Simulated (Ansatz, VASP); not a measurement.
# Zr2CuSi2 in VASP and in Ansatz

```
Zr Si Cu
1.0
     4.25331    0.00000    0.00000
     0.00000    4.25331    0.00000
     0.00000    0.00000    5.62074
Zr Si Cu
2 2 1
Direct
  0.50000 0.00000 0.50000
  0.00000 0.50000 0.50000
  0.50000 0.50000 0.80251
  0.50000 0.50000 0.19749
  0.00000 0.00000 0.00000
```

Alike in both runs: task single point; functional PBE; k mesh 10 × 10 × 8; occupations gaussian, width 0.1 eV; no spin polarisation.

|  | VASP | Ansatz |
| --- | --- | --- |
| version | VASP 6.6.1 | Ansatz 0.2.0 |
| potentials or method | VASP PAW PBE potentials, release 64 (Zr_sv, Si, Cu), cutoff 520 eV | scalar-relativistic, plane waves, PAW |
| valence electrons in the cell | 43 | 51 |

```csv
,VASP,Ansatz,Ansatz less VASP
gap on the k mesh at the Fermi level (eV),none,none,-
pressure (GPa),0.1,0.0,-0.08
rms of the force components (eV/Å),0.005,0.000,-0.0051
```

Atom by atom the forces differ by 0.005 eV/Å (rms over components). A gap of «none» marks a metal or a gap that the smearing closes. VASP's potentials hold 43 valence electrons a cell and Ansatz's 51, so a difference there can come from the potentials and not from the codes.
